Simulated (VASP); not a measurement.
Runs of VASP 6.6.1 on Rb. The structure is that of space group Fd-3m (No. 227), or close to it. The cells are those of the table. This isn't the form of Rb at room conditions, which is bcc.

| cell | gap on the mesh (eV) | pressure (GPa) |
| --- | --- | --- |
| a = 7.363 Å, angles 60.0°, 2 atoms | - | (a) |
| a = 6.378 Å, angles 60.0°, 2 atoms | none | (c) |
| a = 6.690 Å, angles 60.0°, 2 atoms | none | 0.4 |
| a = 6.975 Å, angles 60.0°, 2 atoms | none | 0.2 |
| a = 6.032 Å, angles 60.0°, 2 atoms | none | 1.5 |
| a = 7.238 Å, angles 60.0°, 2 atoms | - | 0.1 |
| a = 5.425 Å, angles 60.0°, 2 atoms | - | (b) |
| a = 5.642 Å, angles 60.0°, 2 atoms | none | 2.7 |

Alike in all rows: task single point; level PBE; potentials or basis VASP PAW PBE potentials, release 64 (Rb_sv); no spin polarisation; k mesh 7 × 7 × 7; cutoff (eV) 520; smearing fermi-dirac 0.08 eV.

Estimate the missing entries.

(a) 0.0; (b) 3.7; (c) 0.8.

Caveats: the cell stands under pressure (at least some runs).

A k mesh can miss the band edges, and the runs leave out spin-orbit coupling on Rb.

A gap of «none» marks levels without a gap at the run's occupations.
